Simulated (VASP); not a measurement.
Runs of VASP 6.6.1 on Si. The structure is that of space group Fd-3m (No. 227), or close to it. The cells are those of the table. 

```csv
task,cell,k mesh for the DOS,occupations for the DOS,gap on the mesh (eV),pressure (GPa)
single point,"a = 3.443 Å, angles 60.0°, 2 atoms",-,-,none,(b)
single point,"a = 3.763 Å, angles 60.0°, 2 atoms",-,-,0.34,6.8
single point,"a = 3.566 Å, angles 60.0°, 2 atoms",-,-,none,(a)
single point,"a = 2.944 Å, angles 60.0°, 2 atoms",-,-,none,339.3
```

Alike in all rows: level PBEsol; potentials or basis VASP PAW PBE potentials, release 64 (Si); no spin polarisation; k mesh 12 × 12 × 12; cutoff (eV) 520; smearing fermi-dirac 0.08 eV.

Q: Estimate the missing entries.

A: (a) 33.3; (b) 59.9.

Caveats: the PAW data sets were made with another functional, which shifts forces and pressure a little.

A k mesh can miss the band edges.

A gap of «none» marks levels without a gap at the run's occupations.
